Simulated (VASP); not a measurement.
# WS2: single point with PBEsol

Slab: WS2, a slab with vacuum.

```xyz
3
Lattice="3.1835 0.0000 0.0000 -1.5918 2.7570 0.0000 0.0000 0.0000 16.9506" Properties=species:S:1:pos:R:3 pbc="T T T"
W    -0.0262    1.8380    0.0000
S     1.6668    0.9190   15.3911
S     1.6668    0.9190    1.5595
```

This cell differs from its parent crystal: mode 6 (348.2 1/cm) frozen in, largest displacement +0.075 Å.

```
Program             : VASP 6.6.1
Task                : single point
Functional          : PBEsol
Potentials or basis : VASP PAW PBE potentials, release 64 (W_sv, S)
Cutoff              : 520 eV
k mesh              : 12 × 12 × 2
Occupations         : gaussian, width 0.05 eV
Spin                : no spin polarisation
```

| Quantity | Value |
| --- | --- |
| Largest force | 2.130 eV/Å |
| Band gap on the k mesh | 1.77 eV, direct |

Forces in eV/Å, atoms in the order of the input:
```
W    2.129  0.049  0.000
S   -1.065 -0.025 -0.024
S   -1.065 -0.025  0.024
```

Levels at points of the mesh, in eV from the valence-band top:
```
           k point  band 10  band 11  band 12  band 13  band 14  band 15  band 16  band 17
(0.00, 0.00, 0.00)    -2.22    -1.99    -1.16    -0.04     2.32     2.77     3.24     3.42
(0.50, 0.00, 0.00)    -3.30    -2.28    -1.39    -0.97     2.74     3.29     4.14     4.86
(0.00, 0.50, 0.00)    -3.43    -2.10    -1.54    -0.66     2.80     3.30     3.67     5.06
(0.50, 0.50, 0.00)    -3.63    -1.94    -1.40    -0.69     2.88     3.28     3.69     4.91
(0.00, 0.00, 0.50)    -2.22    -1.99    -1.16    -0.04     2.32     2.77     3.24     3.42
(0.50, 0.00, 0.50)    -3.30    -2.28    -1.39    -0.97     2.74     3.29     4.14     4.86
(0.00, 0.50, 0.50)    -3.43    -2.10    -1.54    -0.66     2.80     3.30     3.67     5.06
(0.50, 0.50, 0.50)    -3.63    -1.94    -1.40    -0.69     2.88     3.28     3.69     4.91
```

Run time: 3.9 min on 1 thread of Intel(R) Xeon(R) 6975P-C (Granite Rapids), on a shared host, peak memory 0.55 GiB.

Caveat: the cell differs from its parent crystal (mode 6 (348.2 1/cm) frozen in, largest displacement +0.075 Å); the PAW data sets were made with another functional, which shifts forces and pressure a little; spin-orbit coupling is left out, which moves the levels of the heavy elements.
